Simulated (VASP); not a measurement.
# SiB6 in VASP: further runs

SiB6 is run at these levels: PBE; tasks: single point, relaxation of cell and atoms.

Program: VASP 6.6.1. These are calculated values, not measurements. Logs are shortened: lines on timing, memory, paths and dates and some standing lists are left out, and cuts for length are marked.

## Step 1: The cell of the first run

It takes space group R3m (No. 160, trigonal). The conventional cell has a = 5.848 Å, b = 5.848 Å, c = 7.490 Å, α = 90.00°, β = 90.00°, γ = 120.00°. Within 2.9 Å of Si (site symmetry 3m) lie 6 B at 2.18 to 2.49 Å. B (site symmetry m) has 5 B at 1.70 to 1.81 Å and 1 Si at 2.18 Å within 2.3 Å. Within 2.3 Å of B (site symmetry m) lie 5 B at 1.70 to 1.78 Å.

## Step 2: Single point, PBE

Contents of INCAR:

```
SYSTEM = SiB6
ALGO = Normal ; EDIFF = 1E-7
ENCUT = 520 ; GGA = PE
ISIF = 2 ; ISMEAR = 0
LASPH = .TRUE. ; LCHARG = .FALSE.
LREAL = .FALSE. ; LWAVE = .FALSE.
NBANDS = 20 ; NELM = 80
PREC = Accurate ; SIGMA = 0.1
```

Contents of KPOINTS:

```
k-points
0
G
  6 6 6
  0 0 0
```

Contents of POSCAR:

```
SiB6
1.0
    2.9238324465      1.6880754501      2.4965988798
   -2.9238324465      1.6880754501      2.4965988798
    0.0000000000     -3.3761509001      2.4965988799
Si B
1 6
Direct
    0.1298956296      0.1298956296      0.1298956296
    0.4881700507      0.4881700507      0.1783936816
    0.4705888979      0.4705888979      0.7745195980
    0.7745195980      0.4705888979      0.4705888979
    0.1783936816      0.4881700507      0.4881700507
    0.4881700507      0.1783936816      0.4881700507
    0.4705888979      0.7745195980      0.4705888979
```

Potentials or basis: VASP PAW PBE potentials, release 64 (Si, B).

The run is started by

```
> cat potpaw_PBE.64/Si/POTCAR potpaw_PBE.64/B/POTCAR > POTCAR
> mpirun -np 1 vasp_std > vasp.out
```

OUTCAR:

```text
SYSTEM = SiB6
   EDIFF = 1E-7
   ENCUT = 520
   GGA = PE
   ISIF = 2
   ISMEAR = 0
   LASPH = .TRUE.
   LREAL = .FALSE.
   NELM = 80
   PREC = Accurate

 ion  position               nearest neighbor table
   1  0.130  0.130  0.130-   2 2.18   5 2.18   6 2.18   4 2.49   7 2.49   3 2.49
   2  0.488  0.488  0.178-   3 1.70   4 1.74   7 1.74   6 1.81   5 1.81   1 2.18
   3  0.471  0.471  0.775-   2 1.70   5 1.74   6 1.74   4 1.78   7 1.78   1 2.49
   4  0.775  0.471  0.471-   5 1.70   6 1.74   2 1.74   7 1.78   3 1.78   1 2.49
   5  0.178  0.488  0.488-   4 1.70   7 1.74   3 1.74   6 1.81   2 1.81   1 2.18
   6  0.488  0.178  0.488-   7 1.70   4 1.74   3 1.74   5 1.81   2 1.81   1 2.18
   7  0.471  0.775  0.471-   6 1.70   5 1.74   2 1.74   4 1.78   3 1.78   1 2.49

  LATTYP: Found a trigonal (rhomboedric) cell.
 ALAT       =     4.1989761689
 COS(alpha) =     0.0302760127

  Lattice vectors:

 A1 = (   2.9238324465,   1.6880754501,   2.4965988798)
 A2 = (  -2.9238324465,   1.6880754501,   2.4965988798)
 A3 = (   0.0000000000,  -3.3761509001,   2.4965988799)

Analysis of symmetry for initial positions (statically):
=====================================================================
 Subroutine PRICEL returns:
 Original cell was already a primitive cell.

 Routine SETGRP: Setting up the symmetry group for a
 trigonal (rhombohedral) supercell.

 Subroutine GETGRP returns: Found  6 space group operations
 (whereof  6 operations were pure point group operations)
 out of a pool of 12 trial point group operations.

The static configuration has the point symmetry C_3v.

Analysis of symmetry for dynamics (positions and initial velocities):
=====================================================================
 Subroutine PRICEL returns:
 Original cell was already a primitive cell.

 Routine SETGRP: Setting up the symmetry group for a
 trigonal (rhombohedral) supercell.

 Subroutine GETGRP returns: Found  6 space group operations
 (whereof  6 operations were pure point group operations)
 out of a pool of 12 trial point group operations.

The dynamic configuration has the point symmetry C_3v.

 Subroutine INISYM returns: Found  6 space group operations
 (whereof  6 operations are pure point group operations),
 and found     1 'primitive' translations

----------------------------------------------------------------------------------------

                                     Primitive cell

  volume of cell :      73.9340

  direct lattice vectors                    reciprocal lattice vectors
     2.923832447  1.688075450  2.496598880     0.171008431  0.098731764  0.133514974
    -2.923832447  1.688075450  2.496598880    -0.171008431  0.098731764  0.133514974
     0.000000000 -3.376150900  2.496598880     0.000000000 -0.197463528  0.133514974

  length of vectors
     4.198976169  4.198976169  4.198976169     0.238365461  0.238365461  0.238365461

  position of ions in fractional coordinates (direct lattice)
     0.129895630  0.129895630  0.129895630
     0.488170051  0.488170051  0.178393682
     0.470588898  0.470588898  0.774519598
     0.774519598  0.470588898  0.470588898
     0.178393682  0.488170051  0.488170051
     0.488170051  0.178393682  0.488170051
     0.470588898  0.774519598  0.470588898

  ion indices of the primitive-cell ions
   primitive index   ion index
                 1           1
                 2           2
                 3           3
                 4           4
                 5           5
                 6           6
                 7           7

----------------------------------------------------------------------------------------

 KPOINTS: k-points

Automatic generation of k-mesh.
 Grid dimensions read from file:
 generate k-points for:    6    6    6

 Generating k-lattice:

  Cartesian coordinates                     Fractional coordinates (reciprocal lattice)
     0.028501405  0.016455294  0.022252496     0.166666667  0.000000000  0.000000000
    -0.028501405  0.016455294  0.022252496     0.000000000  0.166666667  0.000000000
     0.000000000 -0.032910588  0.022252496     0.000000000  0.000000000  0.166666667

  Length of vectors
     0.039727577  0.039727577  0.039727577

  Shift w.r.t. Gamma in fractional coordinates (k-lattice)
     0.000000000  0.000000000  0.000000000

 Subroutine IBZKPT returns following result:
 ===========================================

 Found     32 irreducible k-points:

 Following reciprocal coordinates:
            Coordinates               Weight
  0.000000  0.000000  0.000000      1.000000
  0.166667  0.000000 -0.000000      6.000000
  0.333333  0.000000 -0.000000      6.000000
  0.500000 -0.000000 -0.000000      3.000000
  0.166667  0.166667 -0.000000      6.000000
  0.333333  0.166667 -0.000000     12.000000
[... 16 lines left out ...]
  0.500000  0.500000  0.166667      6.000000
 -0.333333  0.500000  0.166667     12.000000
 [... further k-points ...]
   k-points           NKPTS =     32   k-points in BZ     NKDIM =     32   number of bands    NBANDS=     20
   number of dos      NEDOS =    301   number of ions     NIONS =      7
   total plane-waves  NPLWV =  32768
   dimension x,y,z NGX =    32 NGY =   32 NGZ =   32
   dimension x,y,z NGXF=    64 NGYF=   64 NGZF=   64
   ions per type =               1   6
   NGX,Y,Z   is equivalent  to a cutoff of  12.67, 12.67, 12.67 a.u.
   NGXF,Y,Z  is equivalent  to a cutoff of  25.34, 25.34, 25.34 a.u.
 SYSTEM =  SiB6
   PREC   = accura    normal or accurate (medium, high low for compatibility)
   ISTART =      0    job   : 0-new  1-cont  2-samecut
   ICHARG =      2    charge: 1-file 2-atom 10-const
   ISPIN  =      1    spin polarized calculation?
   LNONCOLLINEAR =      F non collinear calculations
   LSORBIT =      F    spin-orbit coupling
   LASPH  =      T    aspherical Exc in radial PAW
   ENCUT  =  520.0 eV  38.22 Ry    6.18 a.u.   7.81  7.81  7.81*2*pi/ulx,y,z
   NELM   =     80;   NELMIN=  2; NELMDL= -5     # of ELM steps
   EDIFF  = 0.1E-06   stopping-criterion for ELM
   LREAL  =      F    real-space projection
   EDIFFG = 0.1E-05   stopping-criterion for IOM
   NSW    =      0    number of steps for IOM
   IBRION =     -1    ionic relax: 0-MD 1-quasi-New 2-CG
   NFREE  =      0    steps in history (QN), initial steepest desc. (CG)
   ISIF   =      2    stress and relaxation
   ISYM   =      2    0-nonsym 1-usesym 2-fastsym
   POTIM  = 0.5000    time-step for ionic-motion
   TEBEG  =    0.0;   TEEND  =   0.0 temperature during run
   PSTRESS=    0.0 pullay stress
   NELECT =      22.0000    total number of electrons
   NUPDOWN=      -1.0000    fix difference up-down
   EMIN   =  10.00;   EMAX   =-10.00  energy-range for DOS
   EFERMI =   0.00;   METHOD = LEGACY
   ISMEAR =     0;   SIGMA  =   0.10  broadening in eV -4-tet -1-fermi 0-gaus
   EFERMI_NEDOS =   21; number of points for ismear=-14 and -15
   IALGO  =     38    algorithm
   IMIX   =      4    mixing-type and parameters
     AMIX     =   0.40;   BMIX     =  1.00
     AMIX_MAG =   1.60;   BMIX_MAG =  1.00
  volume/ion in A,a.u.               =      10.56        71.28
  Fermi-wavevector in a.u.,A,eV,Ry     =   1.092952  2.065379 16.252748  1.194543
  Thomas-Fermi vector in A             =   2.229227
   LORBIT       =      0    0 simple, 1 ext, 2 COOP (PROOUT), +10 PAW based schemes
   GGA     = PE    functional components
   LHFCALC =     F    Hartree Fock is set to
   AEXX    =    0.0000 exact exchange contribution
   IVDW    =     0    specifies the selected vdW correction
   LEPSILON=     F    determine dielectric tensor
   LRPA    =     F    only Hartree local field effects (RPA)
 non-spin polarized calculation
 Gauss-broadening in eV      SIGMA  =   0.10
  energy-cutoff  :      520.00
  volume of cell :       73.93
 maximum number of plane-waves:      2007
   NGX = 15   NGY = 15   NGZ = 15

 number of electron      22.0000001 magnetization

 Free energy of the ion-electron system (eV)
  ---------------------------------------------------
  ext. energy  EPLUGINS =         0.00000000
  ---------------------------------------------------
  free energy    TOTEN  =       -43.53049422 eV

  energy without entropy =      -43.52771298  energy(sigma->0) =      -43.52910360

 E-fermi :   3.8967     XC(G=0): -10.1097

 val. band max:        3.8708287687   @ k =   0.5000  -0.0000  -0.0000
 cond. band min:       4.1933776570   @ k =   0.3333   0.0000  -0.0000
 fundamental gap:      0.3225488884
 Fermi energy:         3.8967232875

 k-point     1 :       0.0000    0.0000    0.0000
  band No.  band energies     occupation
      1     -10.6755      2.00000
      2      -4.9962      2.00000
      3      -2.6780      2.00000
      4      -2.6780      2.00000
      5      -2.5003      2.00000
      6      -1.6184      2.00000
[... 12 lines left out ...]
     19      10.8660      0.00000
     20      14.0920      0.00000

 k-point     2 :       0.1667    0.0000   -0.0000
  band No.  band energies     occupation
      1     -10.5824      2.00000
      2      -5.3634      2.00000
      3      -3.2329      2.00000
      4      -2.5708      2.00000
      5      -2.3697      2.00000
      6      -1.5452      2.00000
[... 12 lines left out ...]
     19      11.6238      0.00000
     20      13.5182      0.00000

 k-point     3 :       0.3333    0.0000   -0.0000
  band No.  band energies     occupation
      1     -10.3685      2.00000
      2      -6.1261      2.00000
      3      -3.3287      2.00000
      4      -2.3209      2.00000
      5      -2.1571      2.00000
      6      -1.3837      2.00000
[... 12 lines left out ...]
     19      12.3839      0.00000
     20      13.2952      0.00000

 k-point     4 :       0.5000   -0.0000   -0.0000
  band No.  band energies     occupation
      1     -10.2423      2.00000
      2      -6.4948      2.00000
      3      -3.2669      2.00000
      4      -2.1705      2.00000
      5      -2.0218      2.00000
      6      -1.2935      2.00000
[... 12 lines left out ...]
     19      12.0417      0.00000
     20      14.4549      0.00000

 k-point     5 :       0.1667    0.1667   -0.0000
  band No.  band energies     occupation
      1     -10.4944      2.00000
      2      -5.5295      2.00000
      3      -3.7373      2.00000
      4      -2.6713      2.00000
      5      -2.1666      2.00000
      6      -0.6088      2.00000
[... 12 lines left out ...]
     19      11.7033      0.00000
     20      13.1190      0.00000

 k-point     6 :       0.3333    0.1667   -0.0000
  band No.  band energies     occupation
      1     -10.2867      2.00000
      2      -6.0884      2.00000
      3      -3.9930      2.00000
      4      -2.4337      2.00000
      5      -1.9938      2.00000
      6      -0.3622      2.00000
[... 12 lines left out ...]
     19      12.6386      0.00000
     20      12.9985      0.00000

 k-point     7 :       0.5000    0.1667   -0.0000
  band No.  band energies     occupation
      1     -10.1608      2.00000
      2      -6.4207      2.00000
      3      -3.9937      2.00000
      4      -2.2655      2.00000
      5      -1.8977      2.00000
      6      -0.3908      2.00000
[... 12 lines left out ...]
     19      12.6057      0.00000
     20      13.8067      0.00000
[... 277 lines left out ...]
 k-point    20 :       0.5000    0.3333    0.1667
  band No.  band energies     occupation
      1      -9.9062      2.00000
      2      -6.2538      2.00000
      3      -4.6842      2.00000
      4      -3.3219      2.00000
      5      -1.5427      2.00000
      6      -0.1807      2.00000
[... 12 lines left out ...]
     19      12.5480      0.00000
     20      12.9614      0.00000

 k-point    21 :      -0.3333    0.3333    0.1667
  band No.  band energies     occupation
      1     -10.0075      2.00000
      2      -6.1193      2.00000
      3      -4.6375      2.00000
      4      -3.4747      2.00000
      5      -1.0025      2.00000
      6      -0.3179      2.00000
[... 12 lines left out ...]
     19      12.8632      0.00000
     20      13.2701      0.00000

 k-point    22 :      -0.1667    0.3333    0.1667
  band No.  band energies     occupation
      1     -10.1970      2.00000
      2      -6.0588      2.00000
      3      -4.1271      2.00000
      4      -3.4705      2.00000
      5      -0.8056      2.00000
      6      -0.1922      2.00000
[... 12 lines left out ...]
     19      12.9230      0.00000
     20      13.2420      0.00000

 k-point    23 :       0.5000    0.5000    0.1667
  band No.  band energies     occupation
      1      -9.8013      2.00000
      2      -6.2730      2.00000
      3      -4.8693      2.00000
      4      -3.2582      2.00000
      5      -2.0093      2.00000
      6      -0.0150      2.00000
[... 12 lines left out ...]
     19      12.1425      0.00000
     20      13.3241      0.00000

 k-point    24 :      -0.3333    0.5000    0.1667
  band No.  band energies     occupation
      1      -9.9001      2.00000
      2      -6.2490      2.00000
      3      -4.6982      2.00000
      4      -3.4021      2.00000
      5      -1.5280      2.00000
      6      -0.1704      2.00000
[... 12 lines left out ...]
     19      12.7242      0.00000
     20      13.0086      0.00000

 [... further k-points ...]
[... 5 lines left out ...]
  --------------------------------------------------------------------------------------
  -------------------------------------------------------------------------------------
  Total       -0.0036373     -0.0036373     -0.0384922      0.0000000     -0.0000000      0.0000000
  in kB       -0.0788221     -0.0788221     -0.8341406      0.0000000     -0.0000000      0.0000000
  external PRESSURE =      -0.3305950 kB  Pullay stress =       0.0000000 kB

 VOLUME and BASIS-vectors are now :
 -----------------------------------------------------------------------------
  energy-cutoff  :      520.00
  volume of cell :       73.93
      direct lattice vectors                 reciprocal lattice vectors
     2.923832447  1.688075450  2.496598880     0.171008431  0.098731764  0.133514974
    -2.923832447  1.688075450  2.496598880    -0.171008431  0.098731764  0.133514974
     0.000000000 -3.376150900  2.496598880     0.000000000 -0.197463528  0.133514974

 POSITION                                       TOTAL-FORCE (eV/Angst)
 -----------------------------------------------------------------------------------
      0.00000      0.00000      0.97289         0.000000      0.000000      0.018328
      0.00000      1.04585      2.88291         0.000000      0.009405     -0.013880
      0.00000     -1.02612      4.28341         0.000000     -0.021351      0.007771
      0.88864      0.51306      4.28341         0.018490      0.010675      0.007771
     -0.90573     -0.52293      2.88291        -0.008145     -0.004702     -0.013880
      0.90573     -0.52293      2.88291         0.008145     -0.004702     -0.013880
     -0.88864      0.51306      4.28341        -0.018490      0.010675      0.007771
 -----------------------------------------------------------------------------------
    total drift:                                0.000000      0.000000     -0.000196

  FREE ENERGIE OF THE ION-ELECTRON SYSTEM (eV)
  ---------------------------------------------------
  free  energy   TOTEN  =       -43.5304942195 eV

  energy  without entropy=      -43.5277129800  energy(sigma->0) =      -43.52910360
```

Wall time 16 s (1 thread of Intel Xeon 6975P-C (Granite Rapids), shared host); peak memory 0.18 GiB.

What came out:

* Free energy: -43.5305 eV
* Pressure: 0.0 GPa
* Largest force: 0.023 eV/Å

Forces in eV/Å, atoms in the order of the input:
```
Si   0.000  0.000  0.018
B    0.000  0.009 -0.014
B    0.000 -0.021  0.008
B    0.018  0.011  0.008
B   -0.008 -0.005 -0.014
B    0.008 -0.005 -0.014
B   -0.018  0.011  0.008
```

(Part 1 of 2 ends here.)
